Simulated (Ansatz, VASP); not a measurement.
# C: VASP beside Ansatz

Contents of INCAR:

```
SYSTEM = C
  PREC = Accurate
  ENCUT = 600
  EDIFF = 1E-6
  ISMEAR = -1
  SIGMA = 0.05
  LREAL = .FALSE.
  LASPH = .TRUE.
  NELM = 80
  ALGO = Normal
  ISIF = 3
  LWAVE = .FALSE.
  LCHARG = .FALSE.
  GGA = PE
  IVDW = 12
  IBRION = 2
  NSW = 60
  EDIFFG = -0.01
```

Contents of KPOINTS:

```
regular mesh
0
G
  12 12 4
  0 0 0
```

Contents of POSCAR:

```
C
1.0
    2.5221000000      0.0000000000      0.0000000000
   -1.2610500000      2.1842026709      0.0000000000
    0.0000000000      0.0000000000      8.2371000000
C
8
Direct
    0.6666666667      0.3333333333      0.8437500000
    0.3333333333      0.6666666667      0.3437500000
    0.6666666667      0.3333333333      0.6562500000
    0.3333333333      0.6666666667      0.1562500000
    0.0000000000      0.0000000000      0.9062500000
    0.0000000000      0.0000000000      0.4062500000
    0.0000000000      0.0000000000      0.5937500000
    0.0000000000      0.0000000000      0.0937500000
```

input.yaml

```yaml
crystal:
  lattice:
    - [2.5221, 0.0, 0.0]
    - [-1.26105, 2.1842026709, 0.0]
    - [0.0, 0.0, 8.2371]
  atoms:
    - { symbol: C, position: [0.6666666667, 0.3333333333, 0.84375] }
    - { symbol: C, position: [0.3333333333, 0.6666666667, 0.34375] }
    - { symbol: C, position: [0.6666666667, 0.3333333333, 0.65625] }
    - { symbol: C, position: [0.3333333333, 0.6666666667, 0.15625] }
    - { symbol: C, position: [0.0, 0.0, 0.90625] }
    - { symbol: C, position: [0.0, 0.0, 0.40625] }
    - { symbol: C, position: [0.0, 0.0, 0.59375] }
    - { symbol: C, position: [0.0, 0.0, 0.09375] }
hamiltonian:
  xc: pbe
  pseudopotentials: { kind: paw }
  dispersion: d3bj
kpoints:
  mp_grid: { grid: [12, 12, 4] }
scf:
  occupations: { method: fermi_dirac, width: 0.05 }
output:
  forces: true
  stress: true
  write_density: true
  write_potential: true
  elf: true
  volumetric_format: npy
relax:
  f_tol: 0.01
  max_steps: 40
  cell: { stress_tol: 0.05 }
```

Alike in both runs: task relaxation of cell and atoms; functional PBE; dispersion D3(BJ); k mesh 12 × 12 × 4; occupations fermi-dirac, width 0.05 eV; no spin polarisation.

```csv
,VASP,Ansatz
version,VASP 6.6.1,Ansatz 0.2.0
potentials or method,"VASP PAW PBE potentials, release 64 (C)",Ansatz PAW
plane-wave cutoff (eV),600,420
valence electrons in the cell,32,32
```

Ansatz gave:

- gap on the k mesh at the Fermi level, each at its own relaxed structure (eV): 4.57
- relaxed volume (Å³/atom): 5.63
- relaxed length of the cell vector where the two differ most in proportion (Å): 8.271

Task: What did VASP give for the same quantities?

Result: gap on the k mesh at the Fermi level, each at its own relaxed structure (eV): 4.56; relaxed volume (Å³/atom): 5.63; relaxed length of the cell vector where the two differ most in proportion (Å): 8.270.

Noted on Ansatz's run: Pulay correction over one GPa; the plane-wave basis is chosen anew once the cell has moved, so the energies of steps on either side of that aren't comparable.
